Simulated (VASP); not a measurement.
# InP (F-43m) in VASP: further runs, part 2 of 2

VASP 6.6.1.

### Step 3. Single point, PBE, non-collinear spin, zero start, spin-orbit coupling (26.42 Å³/atom)

This run uses another cell than the first one, of 26.42 Å³/atom.

Contents of INCAR:

```
SYSTEM = InP
PREC     = Accurate       ! precision mode
ENCUT    = 520            ! plane-wave cutoff, eV
EDIFF    = 1E-6           ! SCF threshold, eV
ISMEAR   = 0              ! smearing method
SIGMA    = 0.05           ! smearing width, eV
LREAL    = .False.        ! projectors in reciprocal space
LASPH    = .True.         ! aspherical terms in the spheres
NELM     = 150            ! most SCF steps
ALGO     = Normal         ! electronic algorithm
ISIF     = 2              ! what is computed and relaxed
LWAVE    = .False.        ! write WAVECAR
LCHARG   = .False.        ! write CHGCAR
MAGMOM   = 0 0 0 0 0 0    ! initial moments
LORBIT   = 11             ! projections on sites
LSORBIT  = .True.         ! spin-orbit coupling
GGA_COMPAT= .False.      
LORBMOM  = .True.       
GGA      = PE             ! functional
NBANDS   = 30             ! bands
```

Contents of KPOINTS:

```
regular mesh
0
Gamma
  6 6 6
  0 0 0
```

Contents of POSCAR:

```
InP
1.0
    0.0000000000      2.9785500543      2.9785500543
    2.9785500543      0.0000000000      2.9785500543
    2.9785500543      2.9785500543      0.0000000000
In P
1 1
Direct
    0.0000000000      0.0000000000      0.0000000000
    0.7500000000      0.7500000000      0.7500000000
```

Potentials or basis: VASP PAW PBE potentials, release 64 (In_d, P).

The run is started by

```
$ cat potpaw_PBE.64/In_d/POTCAR potpaw_PBE.64/P/POTCAR > POTCAR
$ mpirun -np 1 vasp_ncl > vasp.out
```

OUTCAR:

```text
SYSTEM = InP
   PREC = Accurate
   ENCUT = 520
   EDIFF = 1E-6
   ISMEAR = 0
   LREAL = .False.
   LASPH = .True.
   NELM = 150
   ISIF = 2
   LORBIT = 11
   LSORBIT = .True.
   GGA = PE

 ion  position               nearest neighbor table
   1  0.000  0.000  0.000-   2 2.58   2 2.58   2 2.58   2 2.58
   2  0.750  0.750  0.750-   1 2.58   1 2.58   1 2.58   1 2.58

  LATTYP: Found a face centered cubic cell.
 ALAT       =     5.9571001086

  Lattice vectors:

 A1 = (   0.0000000000,   2.9785500543,   2.9785500543)
 A2 = (   2.9785500543,   0.0000000000,   2.9785500543)
 A3 = (   2.9785500543,   2.9785500543,   0.0000000000)

Analysis of symmetry for initial positions (statically):
=====================================================================
 Subroutine PRICEL returns:
 Original cell was already a primitive cell.

 Routine SETGRP: Setting up the symmetry group for a
 face centered cubic supercell.

 Subroutine GETGRP returns: Found 24 space group operations
[... 984 lines left out ...]
     0.0000000     0.0000000     0.0000000     0.0000000     0.0000000     0.0000000     0.0000000
     0.0000000     0.0000000     0.0000000     0.0000000     0.0000000     0.0000000     0.0000000
     0.0000000     0.0000000     0.0000000     0.0000000     0.0000000     0.0000000     0.0000000
     0.0000000     0.0000000     0.0000000     0.0000000     0.0000000     0.0000000     0.0000000
     0.0000000     0.0000000     0.0000000     0.0000000     0.0000000     0.0000000     0.0000000
     0.0000000     0.0000000     0.0000000     0.0000000     0.0000000     0.0000000     0.0000000

 Ion:    2  E_soc:     -0.0010969
 l=   1
     0.0000000    -0.0001828    -0.0001828
    -0.0001828     0.0000000    -0.0001828
    -0.0001828    -0.0001828     0.0000000
 l=   2
     0.0000000     0.0000000     0.0000000     0.0000000     0.0000000
     0.0000000     0.0000000     0.0000000     0.0000000     0.0000000
     0.0000000     0.0000000     0.0000000     0.0000000     0.0000000
     0.0000000     0.0000000     0.0000000     0.0000000     0.0000000
     0.0000000     0.0000000     0.0000000     0.0000000     0.0000000
 l=   3
     0.0000000     0.0000000     0.0000000     0.0000000     0.0000000     0.0000000     0.0000000
     0.0000000     0.0000000     0.0000000     0.0000000     0.0000000     0.0000000     0.0000000
     0.0000000     0.0000000     0.0000000     0.0000000     0.0000000     0.0000000     0.0000000
     0.0000000     0.0000000     0.0000000     0.0000000     0.0000000     0.0000000     0.0000000
     0.0000000     0.0000000     0.0000000     0.0000000     0.0000000     0.0000000     0.0000000
     0.0000000     0.0000000     0.0000000     0.0000000     0.0000000     0.0000000     0.0000000
     0.0000000     0.0000000     0.0000000     0.0000000     0.0000000     0.0000000     0.0000000

 total charge

# of ion       s       p       d       tot
------------------------------------------
    1        0.823   0.720   9.894  11.437
    2        1.032   1.471   0.000   2.503
--------------------------------------------------
tot          1.855   2.191   9.894  13.940

 magnetization (x)

# of ion       s       p       d       tot
------------------------------------------
    1        0.000   0.000   0.000   0.000
    2       -0.000   0.000   0.000  -0.000
--------------------------------------------------
tot         -0.000   0.000   0.000   0.000

 magnetization (y)

# of ion       s       p       d       tot
------------------------------------------
    1       -0.000  -0.000   0.000  -0.000
    2       -0.000   0.000   0.000  -0.000
--------------------------------------------------
tot         -0.000  -0.000   0.000  -0.000

 magnetization (z)

# of ion       s       p       d       tot
------------------------------------------
    1        0.000   0.000  -0.000   0.000
    2        0.000   0.000   0.000   0.000
--------------------------------------------------
tot          0.000   0.000  -0.000   0.000
```

OSZICAR:

```text
N       E                     dE             d eps       ncg     rms          rms(c)
DAV:   1     0.158097198696E+03    0.15810E+03   -0.79125E+03  1326   0.134E+03
DAV:   2     0.934361723100E+01   -0.14875E+03   -0.14174E+03  1344   0.361E+02
DAV:   3    -0.802679966727E+01   -0.17370E+02   -0.17070E+02  1640   0.129E+02
DAV:   4    -0.879495576674E+01   -0.76816E+00   -0.76625E+00  1576   0.271E+01
DAV:   5    -0.883496360762E+01   -0.40008E-01   -0.40002E-01  2052   0.596E+00    0.532E+00
DAV:   6    -0.844854717051E+01    0.38642E+00   -0.52663E-01  1906   0.133E+01    0.311E+00
DAV:   7    -0.843022830520E+01    0.18319E-01   -0.24068E-01  2030   0.341E+00    0.135E+00
DAV:   8    -0.842986332516E+01    0.36498E-03   -0.17168E-02  1988   0.183E+00    0.721E-01
DAV:   9    -0.843054984735E+01   -0.68652E-03   -0.19422E-03  1536   0.339E-01    0.200E-01
DAV:  10    -0.843066435735E+01   -0.11451E-03   -0.10330E-03  1890   0.552E-01    0.116E-01
DAV:  11    -0.843082778543E+01   -0.16343E-03   -0.34153E-04  1672   0.214E-01    0.183E-02
DAV:  12    -0.843083459245E+01   -0.68070E-05   -0.29178E-05  1648   0.418E-02    0.156E-02
DAV:  13    -0.843083503888E+01   -0.44643E-06   -0.35827E-06  1762   0.166E-02
   1 F= -.84308350E+01 E0= -.84308350E+01  d E =-.139287E-10  mag=    -0.0000    -0.0000    -0.0000
```

stdout:

```text
POSCAR found type information on POSCAR InP
 POSCAR found :  2 types and       2 ions
 scaLAPACK will be used
 LDA part: xc-table for (Slater+PW92), standard interpolation
 POSCAR, INCAR and KPOINTS ok, starting setup
 FFT: planning ... GRIDC
 FFT: planning ... GRID_SOFT
 FFT: planning ... GRID
 WAVECAR not read
 entering main loop
```

Wall time 42 s (1 thread of AMD EPYC 9R45 (Zen 5), shared host); peak memory 0.29 GiB.

Results:

```yaml
Free_energy: -8.4308 eV
Pressure: 0.0 GPa
Net_moment: 0.00 μB per cell
Valence_electrons_inside_the_program's_atomic_spheres: In 11.44; P 2.50
```

Moments on the atoms (μB; x, y, z):
```
In  0.00 0.00 0.00
P   0.00 0.00 0.00
```

### Step 4. Single point, PBE, non-collinear spin, zero start, spin-orbit coupling

Contents of INCAR:

```
SYSTEM = InP
PREC = Accurate
ENCUT = 520
EDIFF = 1E-7
ISMEAR = 0
SIGMA = 0.05
LREAL = .FALSE.
LASPH = .TRUE.
NELM = 150
ALGO = Normal
ISIF = 2
LWAVE = .FALSE.
LCHARG = .FALSE.
LNONCOLLINEAR = .TRUE.
MAGMOM = 0 0 0 0 0 0
LORBIT = 11
LSORBIT = .TRUE.
GGA_COMPAT = .FALSE.
LORBMOM = .TRUE.
GGA = PE
NBANDS = 30
```

Contents of KPOINTS:

```
Automatic mesh
0
G
  8 8 8
  0 0 0
```

Contents of POSCAR:

```
InP
1.0
    0.0000000000      2.9305005221      2.9305005221
    2.9305005221      0.0000000000      2.9305005221
    2.9305005221      2.9305005221      0.0000000000
In P
1 1
Direct
    0.0000000000      0.0000000000      0.0000000000
    0.7500000000      0.7500000000      0.7500000000
```

The run is started by

```
$ cat potpaw_PBE.64/In_d/POTCAR potpaw_PBE.64/P/POTCAR > POTCAR
$ mpirun -np 1 vasp_ncl > vasp.out
```

Run time: 81 s. Hardware: 1 thread of AMD EPYC 9R45 (Zen 5), shared host; peak memory 0.32 GiB.

The run converged. Its results:

- Free energy: -8.4169 eV
- Pressure: 3.2 GPa
- Net moment: 0.00 μB per cell
- Valence electrons inside the program's atomic spheres: In 11.50; P 2.53

Moments on the atoms (μB; x, y, z):
```
In  0.00 0.00 0.00
P   0.00 0.00 0.00
```

Caveat: the cell stands under pressure.

### Step 5. Summary

```csv
cell,k mesh,pressure (GPa),moment (μB)
"a = 4.144 Å, angles 60.0°, 2 atoms",6 × 6 × 6,3.2,0.00
"a = 4.212 Å, angles 60.0°, 2 atoms",6 × 6 × 6,0.0,0.00
"a = 4.144 Å, angles 60.0°, 2 atoms",8 × 8 × 8,3.2,0.00
```

Alike in all rows: task single point; level PBE; potentials or basis VASP PAW PBE potentials, release 64 (In_d, P); spin non-collinear, zero start, SOC; cutoff (eV) 520; smearing gaussian 0.05 eV.

Caveats: the cell stands under pressure (at least some runs).

Total energies depend on the potentials used, so only differences within one code and one set of settings carry meaning.
